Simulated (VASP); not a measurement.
# Na (P6_3/mmc) in VASP: a series of runs

The runs below take Na through relaxation of cell and atoms, with LDA.

All numbers are computed with VASP 6.6.1; they aren't measurements. Logs are shortened: lines on timing, memory, paths and dates and some standing lists are left out, and cuts for length are marked.

## 1. The cell of the first run

Symmetry: P6_3/mmc, No. 194, hexagonal system. The conventional cell has a = 3.810 Å, b = 3.810 Å, c = 6.222 Å, α = 90.00°, β = 90.00°, γ = 120.00°. Within 5.0 Å of Na (site symmetry -6m2) lie 12 Na at 3.81 Å.

## 2. Relaxation of cell and atoms, LDA

INCAR

```
PREC = Accurate ; ENCUT = 600
EDIFF = 1E-7 ; ISMEAR = 1
SIGMA = 0.05 ; LREAL = F
LASPH = T ; NELM = 100
ALGO = Normal ; ISIF = 3
LWAVE = F ; LCHARG = F
GGA = CA ; IBRION = 2
NSW = 80 ; EDIFFG = -0.02
```

KPOINTS

```
Automatic mesh
0
Gamma
  5 5 3
```

POSCAR

```
Na
1.0
    3.8100000000      0.0000000000      0.0000000000
   -1.9050000000      3.2995567884      0.0000000000
    0.0000000000      0.0000000000      6.2217300000
Na
2
Direct
    0.3333333333      0.6666666667      0.2500000000
    0.6666666667      0.3333333333      0.7500000000
```

Potentials or basis: VASP PAW LDA potentials, release 64 (Na_pv).

Command:

```bash
$ cat potpaw_LDA.64/Na_pv/POTCAR > POTCAR
$ mpirun -np 1 vasp_std > vasp.out
```

OUTCAR:

```text
PREC = Accurate
   ENCUT = 600
   EDIFF = 1E-7
   ISMEAR = 1
   LREAL = F
   LASPH = T
   NELM = 100
   ISIF = 3
   GGA = CA
   IBRION = 2
   NSW = 80
   EDIFFG = -0.02

 ion  position               nearest neighbor table
   1  0.333  0.667  0.250-
   2  0.667  0.333  0.750-

  LATTYP: Found a hexagonal cell.
 ALAT       =     3.8100000000
 C/A-ratio  =     1.6330000000

  Lattice vectors:

 A1 = (   3.8100000000,   0.0000000000,   0.0000000000)
 A2 = (  -1.9050000000,   3.2995567884,   0.0000000000)
 A3 = (   0.0000000000,   0.0000000000,   6.2217300000)

Analysis of symmetry for initial positions (statically):
=====================================================================
 Subroutine PRICEL returns:
 Original cell was already a primitive cell.

 Routine SETGRP: Setting up the symmetry group for a
 hexagonal supercell.

 Subroutine GETGRP returns: Found 24 space group operations
 (whereof 12 operations were pure point group operations)
 out of a pool of 24 trial point group operations.

The static configuration has the point symmetry D_3d.
 The point group associated with its full space group is D_6h.

Analysis of symmetry for dynamics (positions and initial velocities):
=====================================================================
 Subroutine PRICEL returns:
 Original cell was already a primitive cell.

 Routine SETGRP: Setting up the symmetry group for a
 hexagonal supercell.

 Subroutine GETGRP returns: Found 24 space group operations
 (whereof 12 operations were pure point group operations)
 out of a pool of 24 trial point group operations.

The dynamic configuration has the point symmetry D_3d.
 The point group associated with its full space group is D_6h.

 Subroutine INISYM returns: Found 24 space group operations
 (whereof 12 operations are pure point group operations),
 and found     1 'primitive' translations

----------------------------------------------------------------------------------------

                                     Primitive cell

  volume of cell :      78.2153

  direct lattice vectors                    reciprocal lattice vectors
     3.810000000  0.000000000  0.000000000     0.262467192  0.151535504  0.000000000
    -1.905000000  3.299556788  0.000000000     0.000000000  0.303071007  0.000000000
     0.000000000  0.000000000  6.221730000     0.000000000  0.000000000  0.160727000

  length of vectors
     3.810000000  3.810000000  6.221730000     0.303071007  0.303071007  0.160727000

  position of ions in fractional coordinates (direct lattice)
     0.333333333  0.666666667  0.250000000
     0.666666667  0.333333333  0.750000000

  ion indices of the primitive-cell ions
   primitive index   ion index
                 1           1
                 2           2

----------------------------------------------------------------------------------------

 KPOINTS: Automatic mesh

Automatic generation of k-mesh.
 Grid dimensions read from file:
 generate k-points for:    5    5    3

 Generating k-lattice:

  Cartesian coordinates                     Fractional coordinates (reciprocal lattice)
     0.052493438  0.030307101  0.000000000     0.200000000 -0.000000000  0.000000000
     0.000000000  0.060614201  0.000000000     0.000000000  0.200000000  0.000000000
     0.000000000  0.000000000  0.053575667     0.000000000  0.000000000  0.333333333

  Length of vectors
     0.060614201  0.060614201  0.053575667

  Shift w.r.t. Gamma in fractional coordinates (k-lattice)
     0.000000000  0.000000000  0.000000000

 Subroutine IBZKPT returns following result:
 ===========================================

 Found     10 irreducible k-points:

 Following reciprocal coordinates:
            Coordinates               Weight
  0.000000  0.000000  0.000000      1.000000
  0.200000 -0.000000  0.000000      6.000000
  0.400000 -0.000000  0.000000      6.000000
  0.200000  0.200000  0.000000      6.000000
  0.400000  0.200000  0.000000      6.000000
  0.000000  0.000000  0.333333      2.000000
  0.200000 -0.000000  0.333333     12.000000
  0.400000 -0.000000  0.333333     12.000000
  0.200000  0.200000  0.333333     12.000000
  0.400000  0.200000  0.333333     12.000000
   k-points           NKPTS =     10   k-points in BZ     NKDIM =     10   number of bands    NBANDS=     11
   number of dos      NEDOS =    301   number of ions     NIONS =      2
   total plane-waves  NPLWV =  45000
   dimension x,y,z NGX =    30 NGY =   30 NGZ =   50
   dimension x,y,z NGXF=    60 NGYF=   60 NGZF=  100
   ions per type =               2
   NGX,Y,Z   is equivalent  to a cutoff of  13.09, 13.09, 13.36 a.u.
   NGXF,Y,Z  is equivalent  to a cutoff of  26.18, 26.18, 26.72 a.u.
 SYSTEM =  unknown system
   PREC   = accura    normal or accurate (medium, high low for compatibility)
   ISTART =      0    job   : 0-new  1-cont  2-samecut
   ICHARG =      2    charge: 1-file 2-atom 10-const
   ISPIN  =      1    spin polarized calculation?
   LNONCOLLINEAR =      F non collinear calculations
   LSORBIT =      F    spin-orbit coupling
   LASPH  =      T    aspherical Exc in radial PAW
   ENCUT  =  600.0 eV  44.10 Ry    6.64 a.u.   7.61  7.61 12.43*2*pi/ulx,y,z
   NELM   =    100;   NELMIN=  2; NELMDL= -5     # of ELM steps
   EDIFF  = 0.1E-06   stopping-criterion for ELM
   LREAL  =      F    real-space projection
   EDIFFG = -.2E-01   stopping-criterion for IOM
   NSW    =     80    number of steps for IOM
   IBRION =      2    ionic relax: 0-MD 1-quasi-New 2-CG
   NFREE  =      1    steps in history (QN), initial steepest desc. (CG)
   ISIF   =      3    stress and relaxation
   ISYM   =      2    0-nonsym 1-usesym 2-fastsym
   POTIM  = 0.5000    time-step for ionic-motion
   TEBEG  =    0.0;   TEEND  =   0.0 temperature during run
   PSTRESS=    0.0 pullay stress
   NELECT =      14.0000    total number of electrons
   NUPDOWN=      -1.0000    fix difference up-down
   EMIN   =  10.00;   EMAX   =-10.00  energy-range for DOS
   EFERMI =   0.00;   METHOD = LEGACY
   ISMEAR =     1;   SIGMA  =   0.05  broadening in eV -4-tet -1-fermi 0-gaus
   EFERMI_NEDOS =   21; number of points for ismear=-14 and -15
   IALGO  =     38    algorithm
   IMIX   =      4    mixing-type and parameters
     AMIX     =   0.40;   BMIX     =  1.00
     AMIX_MAG =   1.60;   BMIX_MAG =  1.00
  volume/ion in A,a.u.               =      39.11       263.91
  Fermi-wavevector in a.u.,A,eV,Ry     =   0.922614  1.743489 11.581517  0.851217
  Thomas-Fermi vector in A             =   2.048161
   LORBIT       =      0    0 simple, 1 ext, 2 COOP (PROOUT), +10 PAW based schemes
   GGA     = CA    functional components
   LHFCALC =     F    Hartree Fock is set to
   AEXX    =    0.0000 exact exchange contribution
   IVDW    =     0    specifies the selected vdW correction
   LEPSILON=     F    determine dielectric tensor
   LRPA    =     F    only Hartree local field effects (RPA)
 conjugate gradient relaxation of ions
 non-spin polarized calculation
 Methfessel and Paxton  Order N= 1 SIGMA  =   0.05
  energy-cutoff  :      600.00
  volume of cell :       78.22
 maximum number of plane-waves:      2629
   NGX = 15   NGY = 15   NGZ = 25

--------------------------------------- Ionic step        1  -------------------------------------------

 number of electron      13.9999989 magnetization

 Free energy of the ion-electron system (eV)
  ---------------------------------------------------
  ext. energy  EPLUGINS =         0.00000000
  ---------------------------------------------------
  free energy    TOTEN  =        -2.92262041 eV

  energy without entropy =       -2.92062916  energy(sigma->0) =       -2.92195666

------------------------ aborting loop because EDIFF is reached ----------------------------------------

  FORCE on cell =-STRESS in cart. coord.  units (eV):
  Direction    XX          YY          ZZ          XY          YZ          ZX
  --------------------------------------------------------------------------------------
  -------------------------------------------------------------------------------------
  Total       -0.5845190     -0.5845190     -0.5388126      0.0000000     -0.0000000      0.0000000
  in kB      -11.9733996    -11.9733996    -11.0371401      0.0000000     -0.0000000      0.0000000
  external PRESSURE =     -11.6613131 kB  Pullay stress =       0.0000000 kB

 VOLUME and BASIS-vectors are now :
 -----------------------------------------------------------------------------
  energy-cutoff  :      600.00
  volume of cell :       78.22
      direct lattice vectors                 reciprocal lattice vectors
     3.810000000  0.000000000  0.000000000     0.262467192  0.151535504  0.000000000
    -1.905000000  3.299556788  0.000000000     0.000000000  0.303071007  0.000000000
     0.000000000  0.000000000  6.221730000     0.000000000  0.000000000  0.160727000

 POSITION                                       TOTAL-FORCE (eV/Angst)
 -----------------------------------------------------------------------------------
     -0.00000      2.19970      1.55543        -0.000000     -0.000000      0.000000
      1.90500      1.09985      4.66630         0.000000      0.000000      0.000000
 -----------------------------------------------------------------------------------
    total drift:                               -0.000000      0.000000     -0.000000

  FREE ENERGIE OF THE ION-ELECTRON SYSTEM (eV)
  ---------------------------------------------------
  free  energy   TOTEN  =        -2.9226204067 eV
[... 17 lines left out ...]
 VOLUME and BASIS-vectors are now :
 -----------------------------------------------------------------------------
  energy-cutoff  :      600.00
  volume of cell :       75.04
      direct lattice vectors                 reciprocal lattice vectors
     3.756281385  0.000000000  0.000000000     0.266220737  0.153702614  0.000000000
    -1.878140692  3.253035103 -0.000000000     0.000000000  0.307405229  0.000000000
     0.000000000 -0.000000000  6.140866958     0.000000000  0.000000000  0.162843456

 POSITION                                       TOTAL-FORCE (eV/Angst)
 -----------------------------------------------------------------------------------
     -0.00000      2.16869      1.53522        -0.000000      0.000000      0.000000
      1.87814      1.08435      4.60565         0.000000     -0.000000      0.000000
 -----------------------------------------------------------------------------------
    total drift:                               -0.000000      0.000000     -0.000000

  FREE ENERGIE OF THE ION-ELECTRON SYSTEM (eV)
  ---------------------------------------------------
  free  energy   TOTEN  =        -2.9436976423 eV

  energy  without entropy=       -2.9417063943  energy(sigma->0) =       -2.94303389

--------------------------------------- Ionic step        3  -------------------------------------------

 number of electron      13.9999999 magnetization

 Free energy of the ion-electron system (eV)
  ---------------------------------------------------
  ext. energy  EPLUGINS =         0.00000000
  ---------------------------------------------------
  free energy    TOTEN  =        -2.97369652 eV

  energy without entropy =       -2.97170527  energy(sigma->0) =       -2.97303277

 E-fermi :   0.7310     XC(G=0):  -7.0610

 val. band max:       -0.0508034198   @ k =   0.4000  -0.0000   0.3333
 cond. band min:       0.7410279935   @ k =   0.2000   0.2000   0.3333
 fundamental gap:      0.7918314133
 Fermi energy:         0.7309579195

 k-point     1 :       0.0000    0.0000    0.0000
  band No.  band energies     occupation
      1     -24.4038      2.00000
      2     -24.3578      2.00000
      3     -24.3578      2.00000
      4     -24.3506      2.00000
      5     -24.3506      2.00000
      6     -24.3503      2.00000
      7      -3.0339      2.00000
      8       1.0713     -0.00000
      9       1.5070     -0.00000
     10      11.1462      0.00000
     11      11.1462      0.00000

 k-point     2 :       0.2000   -0.0000    0.0000
  band No.  band energies     occupation
      1     -24.3972      2.00000
      2     -24.3721      2.00000
      3     -24.3652      2.00000
      4     -24.3622      2.00000
      5     -24.3531      2.00000
      6     -24.3529      2.00000
      7      -2.3928      2.00000
      8       1.6307     -0.00000
      9       2.1205      0.00000
     10       6.6466      0.00000
     11       9.3445      0.00000

 k-point     3 :       0.4000   -0.0000    0.0000
  band No.  band energies     occupation
      1     -24.3959      2.00000
      2     -24.3878      2.00000
      3     -24.3833      2.00000
      4     -24.3690      2.00000
      5     -24.3602      2.00000
      6     -24.3574      2.00000
      7      -0.5215      2.00000
      8       2.3913      0.00000
      9       3.3232      0.00000
     10       4.1213      0.00000
     11       6.1797      0.00000
[... 109 lines left out ...]
 VOLUME and BASIS-vectors are now :
 -----------------------------------------------------------------------------
  energy-cutoff  :      600.00
  volume of cell :       66.02
      direct lattice vectors                 reciprocal lattice vectors
     3.595125538  0.000000000  0.000000000     0.278154404  0.160592520  0.000000000
    -1.797562769  3.113470046 -0.000000000     0.000000000  0.321185040  0.000000000
     0.000000000 -0.000000000  5.898277834     0.000000000  0.000000000  0.169541013

 POSITION                                       TOTAL-FORCE (eV/Angst)
 -----------------------------------------------------------------------------------
     -0.00000      2.07565      1.47457        -0.000000     -0.000000      0.000000
      1.79756      1.03782      4.42371         0.000000      0.000000      0.000000
 -----------------------------------------------------------------------------------
    total drift:                               -0.000000      0.000000     -0.000000

  FREE ENERGIE OF THE ION-ELECTRON SYSTEM (eV)
  ---------------------------------------------------
  free  energy   TOTEN  =        -2.9736965222 eV

  energy  without entropy=       -2.9717052742  energy(sigma->0) =       -2.97303277

 reached required accuracy - stopping structural energy minimisation
```

It took 21 s on 1 thread of AMD EPYC 7R43 (Zen 3), shared host; peak memory 0.13 GiB.

What came out:

| Property | Result |
| --- | --- |
| Free energy | -2.9737 eV |
| Relaxed volume | 33.01 Å³/atom |
| Relaxed cell | a = 3.595 Å, b = 3.595 Å, c = 5.898 Å, α = 90.00°, β = 90.00°, γ = 120.00° |
| Space group after relaxing (to 0.05 Å) | P6_3/mmc (No. 194) |
| Energy gained by relaxing | 25.5 meV/atom |
| Ionic steps | 3 |
| Pressure after relaxing | 0.0 GPa |
| Band gap on the k mesh | zero (band 7 reaches 1.63 eV, above the bottom of band 8 at -1.08 eV) |

Step by step:
```
step  energy change (eV)  largest force (eV/Å)  pressure (GPa)  volume (Å³)
   1              0.0000                0.0000           -1.17        78.22
   2             -0.0211                0.0000           -0.97        75.04
   3             -0.0511                0.0000           -0.02        66.02
```

Final structure:
```
Na
1.0
     3.59513    0.00000    0.00000
    -1.79756    3.11347    0.00000
     0.00000    0.00000    5.89828
Na
2
Direct
  0.33333 0.66667 0.25000
  0.66667 0.33333 0.75000
```

Levels at points of the mesh, in eV from the Fermi level:
```tsv
k point	band 5	band 6	band 7	band 8	band 9	band 10
(0.00, 0.00, 0.00)	-25.08	-25.08	-3.76	0.34	0.78	10.42
```

Caveat: the k points lie up to 0.40 Å⁻¹ apart in the final cell; the volume moved by over 15 % at a fixed basis, so the end points are rough.

(Part 1 of 2 ends here.)
